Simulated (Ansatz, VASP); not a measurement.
# Two plane-wave programs on Sr2CdAgC6N6

Contents of INCAR:

```
PREC     = Accurate       # precision mode
ENCUT    = 600            # plane-wave cutoff, eV
EDIFF    = 1E-7           # SCF threshold, eV
ISMEAR   = 0              # smearing method
SIGMA    = 0.1            # smearing width, eV
LREAL    = Auto         
LASPH    = T              # aspherical terms in the spheres
NELM     = 60             # most SCF steps
ALGO     = Normal         # electronic algorithm
ISIF     = 3              # what is computed and relaxed
LWAVE    = F              # write WAVECAR
LCHARG   = F              # write CHGCAR
GGA      = PE             # functional
IBRION   = 2              # ionic algorithm
NSW      = 90             # ionic steps
EDIFFG   = -0.04          # ionic threshold
```

File KPOINTS:

```
Automatic mesh
0
Gamma
  4 4 4
```

Contents of POSCAR:

```
Sr2CdAgC6N6
1.0
    0.0000000000      5.2910000000      5.2910000000
    5.2910000000      0.0000000000      5.2910000000
    5.2910000000      5.2910000000      0.0000000000
Sr Cd Ag C N
2 1 1 6 6
Direct
    0.2500000000      0.2500000000      0.2500000000
    0.7500000000      0.7500000000      0.7500000000
    0.0000000000      0.0000000000      0.0000000000
    0.5000000000      0.5000000000      0.5000000000
    0.8109053100      0.1890946900      0.1890946900
    0.1890946900      0.8109053100      0.1890946900
    0.1890946900      0.1890946900      0.8109053100
    0.1890946900      0.8109053100      0.8109053100
    0.8109053100      0.1890946900      0.8109053100
    0.8109053100      0.8109053100      0.1890946900
    0.7003402000      0.2996598000      0.2996598000
    0.2996598000      0.7003402000      0.2996598000
    0.2996598000      0.2996598000      0.7003402000
    0.2996598000      0.7003402000      0.7003402000
    0.7003402000      0.2996598000      0.7003402000
    0.7003402000      0.7003402000      0.2996598000
```

Input for Ansatz:

```yaml
crystal:
  lattice:
    - [0.0, 5.291, 5.291]
    - [5.291, 0.0, 5.291]
    - [5.291, 5.291, 0.0]
  atoms:
    - { symbol: Sr, position: [0.25, 0.25, 0.25] }
    - { symbol: Sr, position: [0.75, 0.75, 0.75] }
    - { symbol: Cd, position: [0.0, 0.0, 0.0] }
    - { symbol: Ag, position: [0.5, 0.5, 0.5] }
    - { symbol: C, position: [0.81090531, 0.18909469, 0.18909469] }
    - { symbol: C, position: [0.18909469, 0.81090531, 0.18909469] }
    - { symbol: C, position: [0.18909469, 0.18909469, 0.81090531] }
    - { symbol: C, position: [0.18909469, 0.81090531, 0.81090531] }
    - { symbol: C, position: [0.81090531, 0.18909469, 0.81090531] }
    - { symbol: C, position: [0.81090531, 0.81090531, 0.18909469] }
    - { symbol: "N", position: [0.7003402, 0.2996598, 0.2996598] }
    - { symbol: "N", position: [0.2996598, 0.7003402, 0.2996598] }
    - { symbol: "N", position: [0.2996598, 0.2996598, 0.7003402] }
    - { symbol: "N", position: [0.2996598, 0.7003402, 0.7003402] }
    - { symbol: "N", position: [0.7003402, 0.2996598, 0.7003402] }
    - { symbol: "N", position: [0.7003402, 0.7003402, 0.2996598] }
basis:
  ecutwfc: 420
kpoints:
  mp_grid: { grid: [4, 4, 4] }
hamiltonian:
  xc: pbe
scf:
  occupations: { method: gaussian, width: 0.1 }
  lower_state_search: "off"
output:
  forces: true
  stress: true
  eigenvalues: true
relax:
  adjacent_minimum: "off"
  f_tol: 0.04
  max_steps: 70
  cell: { stress_tol: 0.4 }
```

Alike in both runs: task relaxation of cell and atoms; functional PBE; k mesh 4 × 4 × 4; occupations gaussian, width 0.1 eV; no spin polarisation.

```csv
,VASP,Ansatz
version,VASP 6.6.1,Ansatz 0.2.0
potentials or method,"VASP PAW PBE potentials, release 64 (Sr_sv, Cd, Ag, C, N), cutoff 600 eV","scalar-relativistic, plane waves, PAW"
valence electrons in the cell,97,113
```

Ansatz gave:

| Property | Result |
| --- | --- |
| gap on the k mesh at the Fermi level, each at its own relaxed structure (eV) | none |
| relaxed volume (Å³/atom) | 26.05 |
| relaxed cell length with the largest relative difference (Å) | 8.385 |

Problem. What did VASP give for the same quantities?

Solution. gap on the k mesh at the Fermi level, each at its own relaxed structure (eV): none; relaxed volume (Å³/atom): 26.16; relaxed cell length with the largest relative difference (Å): 8.396.

A gap of «none» marks a metal or a gap that the smearing closes. VASP's potentials hold 97 valence electrons a cell and Ansatz's 113, so a difference there can come from the potentials and not from the codes.

Noted on VASP's run: the standard files for N, O and F lose accuracy on very short bonds; the volume moved by over 15 % at a fixed basis, so the end points are rough.
